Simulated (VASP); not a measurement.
# KMgF3 (Pm-3m) in VASP: further runs, part 3 of 3

VASP 6.6.1. Earlier steps stand in the parts before.

## 6. Single point, r2SCAN (volume changed by +6%)

POSCAR

```
KMgF3
1.0
    4.0582992159      0.0000000000      0.0000000000
    0.0000000000      4.0582992159      0.0000000000
    0.0000000000      0.0000000000      4.0582992159
K Mg F
1 1 3
Direct
    0.5000000000      0.5000000000      0.5000000000
    0.0000000000      0.0000000000      0.0000000000
    0.5000000000      0.0000000000      0.0000000000
    0.0000000000      0.5000000000      0.0000000000
    0.0000000000      0.0000000000      0.5000000000
```

INCAR.step1

```
  PREC = Accurate
  ENCUT = 520
  ISMEAR = 0
  SIGMA = 0.01
  LREAL = False
  LASPH = True
  NELM = 80
  NBANDS = 24
  GGA = PE
  ALGO = Normal
  EDIFF = 1E-4
  LWAVE = True
  LCHARG = False
```

INCAR.step2

```
  PREC = Accurate
  ENCUT = 520
  EDIFF = 1E-6
  ISMEAR = 0
  SIGMA = 0.01
  LREAL = False
  LASPH = True
  NELM = 80
  ALGO = Normal
  ISIF = 2
  LWAVE = False
  LCHARG = False
  METAGGA = R2SCAN
  LMIXTAU = True
  NBANDS = 24
  ISTART = 1
```

KPOINTS

```
Automatic mesh
0
Gamma
  6 6 6
```

Potentials or basis: VASP PAW PBE potentials, release 64 (K_sv, Mg, F).

Started as:

```console
> cat potpaw_PBE.64/K_sv/POTCAR potpaw_PBE.64/Mg/POTCAR potpaw_PBE.64/F/POTCAR > POTCAR
> cp INCAR.step1 INCAR
> mpirun -np 1 vasp_std > vasp.out
> cp INCAR.step2 INCAR
> mpirun -np 1 vasp_std > vasp.out
```

OUTCAR:

```text
PREC = Accurate
   ENCUT = 520
   EDIFF = 1E-6
   ISMEAR = 0
   LREAL = False
   LASPH = True
   NELM = 80
   ISIF = 2
   METAGGA = R2SCAN
   ISTART = 1

 ion  position               nearest neighbor table
   1  0.500  0.500  0.500-   2 3.51   2 3.51   2 3.51   2 3.51   2 3.51   2 3.51   2 3.51   2 3.51

   2  0.000  0.000  0.000-   3 2.03   4 2.03   5 2.03   5 2.03   4 2.03   3 2.03   1 3.51   1 3.51
                             1 3.51   1 3.51   1 3.51   1 3.51   1 3.51   1 3.51
   3  0.500  0.000  0.000-   2 2.03   2 2.03
   4  0.000  0.500  0.000-   2 2.03   2 2.03
   5  0.000  0.000  0.500-   2 2.03   2 2.03

  LATTYP: Found a simple cubic cell.
 ALAT       =     4.0582992159

  Lattice vectors:

 A1 = (   4.0582992159,   0.0000000000,   0.0000000000)
 A2 = (   0.0000000000,   4.0582992159,   0.0000000000)
 A3 = (   0.0000000000,   0.0000000000,   4.0582992159)

Analysis of symmetry for initial positions (statically):
=====================================================================
 Subroutine PRICEL returns:
 Original cell was already a primitive cell.

 Routine SETGRP: Setting up the symmetry group for a
 simple cubic supercell.

 Subroutine GETGRP returns: Found 48 space group operations
 (whereof 48 operations were pure point group operations)
 out of a pool of 48 trial point group operations.

The static configuration has the point symmetry O_h .

Analysis of symmetry for dynamics (positions and initial velocities):
=====================================================================
 Subroutine PRICEL returns:
 Original cell was already a primitive cell.

 Routine SETGRP: Setting up the symmetry group for a
 simple cubic supercell.

 Subroutine GETGRP returns: Found 48 space group operations
 (whereof 48 operations were pure point group operations)
 out of a pool of 48 trial point group operations.

The dynamic configuration has the point symmetry O_h .

 Subroutine INISYM returns: Found 48 space group operations
 (whereof 48 operations are pure point group operations),
 and found     1 'primitive' translations

----------------------------------------------------------------------------------------

                                     Primitive cell

  volume of cell :      66.8393

  direct lattice vectors                    reciprocal lattice vectors
     4.058299216  0.000000000  0.000000000     0.246408642  0.000000000  0.000000000
     0.000000000  4.058299216  0.000000000     0.000000000  0.246408642  0.000000000
     0.000000000  0.000000000  4.058299216     0.000000000  0.000000000  0.246408642

  length of vectors
     4.058299216  4.058299216  4.058299216     0.246408642  0.246408642  0.246408642

  position of ions in fractional coordinates (direct lattice)
     0.500000000  0.500000000  0.500000000
     0.000000000  0.000000000  0.000000000
     0.500000000  0.000000000  0.000000000
     0.000000000  0.500000000  0.000000000
     0.000000000  0.000000000  0.500000000

  ion indices of the primitive-cell ions
   primitive index   ion index
                 1           1
                 2           2
                 3           3
                 4           4
[... 23 lines left out ...]
 Subroutine IBZKPT returns following result:
 ===========================================

 Found     20 irreducible k-points:

 Following reciprocal coordinates:
            Coordinates               Weight
  0.000000  0.000000  0.000000      1.000000
  0.166667  0.000000  0.000000      6.000000
  0.333333  0.000000  0.000000      6.000000
  0.500000  0.000000  0.000000      3.000000
  0.166667  0.166667  0.000000     12.000000
  0.333333  0.166667  0.000000     24.000000
[... 12 lines left out ...]
  0.500000  0.500000  0.333333      6.000000
  0.500000  0.500000  0.500000      1.000000
   k-points           NKPTS =     20   k-points in BZ     NKDIM =     20   number of bands    NBANDS=     24
   number of dos      NEDOS =    301   number of ions     NIONS =      5
   total plane-waves  NPLWV =  27000
   dimension x,y,z NGX =    30 NGY =   30 NGZ =   30
   dimension x,y,z NGXF=    60 NGYF=   60 NGZF=   60
   ions per type =               1   1   3
   NGX,Y,Z   is equivalent  to a cutoff of  12.29, 12.29, 12.29 a.u.
   NGXF,Y,Z  is equivalent  to a cutoff of  24.58, 24.58, 24.58 a.u.
 SYSTEM =  unknown system
   PREC   = accura    normal or accurate (medium, high low for compatibility)
   ISTART =      1    job   : 0-new  1-cont  2-samecut
   ICHARG =      0    charge: 1-file 2-atom 10-const
   ISPIN  =      1    spin polarized calculation?
   LNONCOLLINEAR =      F non collinear calculations
   LSORBIT =      F    spin-orbit coupling
   LASPH  =      T    aspherical Exc in radial PAW
   ENCUT  =  520.0 eV  38.22 Ry    6.18 a.u.   7.55  7.55  7.55*2*pi/ulx,y,z
   NELM   =     80;   NELMIN=  2; NELMDL=  0     # of ELM steps
   EDIFF  = 0.1E-05   stopping-criterion for ELM
   LREAL  =      F    real-space projection
   EDIFFG = 0.1E-04   stopping-criterion for IOM
   NSW    =      0    number of steps for IOM
   IBRION =     -1    ionic relax: 0-MD 1-quasi-New 2-CG
   NFREE  =      0    steps in history (QN), initial steepest desc. (CG)
   ISIF   =      2    stress and relaxation
   ISYM   =      2    0-nonsym 1-usesym 2-fastsym
   POTIM  = 0.5000    time-step for ionic-motion
   TEBEG  =    0.0;   TEEND  =   0.0 temperature during run
   PSTRESS=    0.0 pullay stress
   NELECT =      32.0000    total number of electrons
   NUPDOWN=      -1.0000    fix difference up-down
   EMIN   =  10.00;   EMAX   =-10.00  energy-range for DOS
   EFERMI =   0.00;   METHOD = LEGACY
   ISMEAR =     0;   SIGMA  =   0.01  broadening in eV -4-tet -1-fermi 0-gaus
   EFERMI_NEDOS =   21; number of points for ismear=-14 and -15
   IALGO  =     38    algorithm
   IMIX   =      4    mixing-type and parameters
     AMIX     =   0.40;   BMIX     =  1.00
     AMIX_MAG =   1.60;   BMIX_MAG =  1.00
  volume/ion in A,a.u.               =      13.37        90.21
  Fermi-wavevector in a.u.,A,eV,Ry     =   1.280700  2.420172 22.316175  1.640193
  Thomas-Fermi vector in A             =   2.413113
   LORBIT       =      0    0 simple, 1 ext, 2 COOP (PROOUT), +10 PAW based schemes
   METAGGA = R2SCAN    functional components
   LHFCALC =     F    Hartree Fock is set to
   AEXX    =    0.0000 exact exchange contribution
   IVDW    =     0    specifies the selected vdW correction
   LEPSILON=     F    determine dielectric tensor
   LRPA    =     F    only Hartree local field effects (RPA)
 non-spin polarized calculation
 Gauss-broadening in eV      SIGMA  =   0.01
  energy-cutoff  :      520.00
  volume of cell :       66.84
 maximum number of plane-waves:      1856
   NGX = 15   NGY = 15   NGZ = 15

 number of electron      31.9999961 magnetization

 Free energy of the ion-electron system (eV)
  ---------------------------------------------------
  ext. energy  EPLUGINS =         0.00000000
  ---------------------------------------------------
  free energy    TOTEN  =       -37.35996406 eV

  energy without entropy =      -37.35996406  energy(sigma->0) =      -37.35996406

 E-fermi :  -2.3270     XC(G=0):  -9.9165

 val. band max:       -2.4746891056   @ k =   0.5000   0.5000   0.5000
 cond. band min:       5.3596817692   @ k =   0.0000   0.0000   0.0000
 fundamental gap:      7.8343708749
 Fermi energy:        -2.3270361568

 k-point     1 :       0.0000    0.0000    0.0000
  band No.  band energies     occupation
      1     -29.1893      2.00000
      2     -23.5776      2.00000
      3     -23.0130      2.00000
      4     -23.0130      2.00000
      5     -11.9083      2.00000
      6     -11.9083      2.00000
[... 529 lines left out ...]
     23      13.1838      0.00000
     24      13.1838      0.00000

------------------------ aborting loop because EDIFF is reached ----------------------------------------

  FORCE on cell =-STRESS in cart. coord.  units (eV):
  Direction    XX          YY          ZZ          XY          YZ          ZX
  --------------------------------------------------------------------------------------
  -------------------------------------------------------------------------------------
  Total       -1.9099935     -1.9099935     -1.9099935      0.0000000      0.0000000     -0.0000000
  in kB      -45.7836358    -45.7836358    -45.7836358      0.0000000      0.0000000     -0.0000000
  external PRESSURE =     -45.7836358 kB  Pullay stress =       0.0000000 kB

 VOLUME and BASIS-vectors are now :
 -----------------------------------------------------------------------------
  energy-cutoff  :      520.00
  volume of cell :       66.84
      direct lattice vectors                 reciprocal lattice vectors
     4.058299216  0.000000000  0.000000000     0.246408642  0.000000000  0.000000000
     0.000000000  4.058299216  0.000000000     0.000000000  0.246408642  0.000000000
     0.000000000  0.000000000  4.058299216     0.000000000  0.000000000  0.246408642

 POSITION                                       TOTAL-FORCE (eV/Angst)
 -----------------------------------------------------------------------------------
      2.02915      2.02915      2.02915         0.000000      0.000000      0.000000
      0.00000      0.00000      0.00000         0.000000      0.000000      0.000000
      2.02915      0.00000      0.00000         0.000000      0.000000      0.000000
      0.00000      2.02915      0.00000         0.000000      0.000000      0.000000
      0.00000      0.00000      2.02915         0.000000      0.000000      0.000000
 -----------------------------------------------------------------------------------
    total drift:                                0.000000     -0.000000      0.000000

  FREE ENERGIE OF THE ION-ELECTRON SYSTEM (eV)
  ---------------------------------------------------
  free  energy   TOTEN  =       -37.3599640561 eV

  energy  without entropy=      -37.3599640561  energy(sigma->0) =      -37.35996406
```

Wall time 3.2 min (1 thread of AMD EPYC 7R13, shared host); peak memory 0.16 GiB.

Results:

```
Free energy            : -37.3600 eV
Pressure               : -4.6 GPa
Band gap on the k mesh : 7.83 eV, indirect (least direct gap 8.15 eV)
```

Levels at points of the mesh, in eV from the valence-band top:
| k point | band 12 | band 13 | band 14 | band 15 | band 16 | band 17 | band 18 | band 19 | band 20 | band 21 |
| --- | --- | --- | --- | --- | --- | --- | --- | --- | --- | --- |
| (0.00, 0.00, 0.00) | -0.58 | -0.58 | -0.32 | -0.32 | -0.32 | 7.83 | 10.76 | 10.76 | 13.03 | 13.03 |
| (0.50, 0.00, 0.00) | -0.80 | -0.80 | -0.79 | -0.50 | -0.50 | 10.66 | 10.91 | 11.75 | 13.51 | 13.51 |
| (0.50, 0.50, 0.00) | -0.95 | -0.95 | -0.85 | -0.85 | -0.02 | 11.55 | 12.28 | 13.13 | 13.13 | 13.55 |
| (0.50, 0.50, 0.50) | -1.07 | -1.07 | 0.00 | 0.00 | 0.00 | 11.15 | 11.15 | 11.15 | 14.73 | 14.77 |

Caveat: the PAW data sets were made with another functional, which shifts forces and pressure a little. A k mesh can miss the band edges.

## 7. Overview

```csv
cell,gap on the mesh (eV),pressure (GPa)
"a = 3.940 Å, 5 atoms",8.53,2.0
"a = 3.980 Å, 5 atoms",8.28,-0.6
"a = 4.020 Å, 5 atoms",8.05,-2.7
"a = 4.058 Å, 5 atoms",7.83,-4.6
```

Alike in all rows: task single point; level r2SCAN; potentials or basis VASP PAW PBE potentials, release 64 (K_sv, Mg, F); no spin polarisation; k mesh 6 × 6 × 6; cutoff (eV) 520; smearing gaussian 0.01 eV.

Caveats: the PAW data sets were made with another functional, which shifts forces and pressure a little.

Absolute energies hang on the potentials; compare differences alone.
